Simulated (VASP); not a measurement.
Here is a VASP 6.6.1 calculation.

Contents of INCAR:

```
PREC = Accurate
ENCUT = 600
EDIFF = 1E-6
ISMEAR = 0
SIGMA = 0.1
LREAL = F
LASPH = T
NELM = 120
ALGO = Normal
ISIF = 2
LWAVE = F
LCHARG = F
GGA = PE
NBANDS = 32
GGA_COMPAT = F
```

KPOINTS

```
regular mesh
0
Gamma
  6 6 4
```

File POSCAR:

```
OsPd4
1.0
    4.5212771796     -0.0000000034      0.0000000000
   -2.2606385869      3.9155408968      0.0000000000
    0.0000000000      0.0000000000      5.2268264928
Pd Os
4 1
Direct
    0.3333333333      0.6666666667      0.0000000000
    0.6666666667      0.3333333333      0.0000000000
    0.3333333333      0.6666666667      0.5000000000
    0.6666666667      0.3333333333      0.5000000000
    0.0000000000      0.0000000000      0.5000000000
```

Potentials or basis: VASP PAW PBE potentials, release 64 (Pd, Os).

Launch:

```bash
$ cat potpaw_PBE.64/Pd/POTCAR potpaw_PBE.64/Os/POTCAR > POTCAR
$ mpirun -np 1 vasp_std > vasp.out
```

Question: What does it give for the pressure?

Answer: -0.4 GPa.

Question: Predict the band gap on the k mesh.

Answer: Zero (bands 24 and 25 overlap by 0.54 eV).

Caveat: spin-orbit coupling is left out, which moves the levels of the heavy elements.
